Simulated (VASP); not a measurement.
Input of a VASP 6.6.1 run:

File INCAR:

```
ALGO = Normal
EDIFF = 1E-6
ENCUT = 520
GGA = PE
ISIF = 2
ISMEAR = 0
LASPH = True
LCHARG = True
LELF = True
LREAL = False
LVHAR = True
LWAVE = False
NBANDS = 9
NELM = 80
PREC = Accurate
SIGMA = 0.15
```

KPOINTS

```
k-points
0
Gamma
  15 15 15
```

The input POSCAR:

```
Te
1.0
    2.2927966143      1.3237467425      1.9397059357
   -2.2927966143      1.3237467425      1.9397059357
    0.0000000000     -2.6474934850      1.9397059358
Te
1
Direct
    0.5000000000      0.5000000000      0.5000000000
```

Potentials or basis: VASP PAW PBE potentials, release 64 (Te).

Command:

```sh
$ cat potpaw_PBE.64/Te/POTCAR > POTCAR
$ mpirun -np 1 vasp_std > vasp.out
```

(1) What does it give for the band gap on the k mesh?

(2) What does it give for the pressure?

Results:

(1) zero (bands 3 and 4 overlap by 4.78 eV).

(2) -3.3 GPa.

Caveat: the cell stands under tension; spin-orbit coupling is left out, which moves the levels of the heavy elements.
